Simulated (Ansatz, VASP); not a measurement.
## YTe: VASP beside Ansatz

```
Y Te
1.0
     0.00000    3.04750    3.04750
     3.04750    0.00000    3.04750
     3.04750    3.04750    0.00000
Y Te
1 1
Direct
  0.00000 0.00000 0.00000
  0.50000 0.50000 0.50000
```

Alike in both runs: task electric field gradients; functional PBEsol; k mesh 12 × 12 × 12; occupations fermi-dirac, width 0.05 eV; no spin polarisation.

```csv
,VASP,Ansatz
version,VASP 6.6.1,Ansatz 0.2.0
potentials or method,"VASP PAW PBE potentials, release 64 (Y_sv, Te), cutoff 520 eV","all-electron PAW with datasets made for the crystal, scalar-relativistic"
```

|  | VASP | Ansatz | Ansatz less VASP |
| --- | --- | --- | --- |
| pressure (GPa) | -0.5 | -0.5 | -0.04 |

VASP's potentials were made for PBE, not for PBEsol. Ansatz ran all-electron here, and VASP with PAW potentials.

Spin-orbit coupling is off throughout.
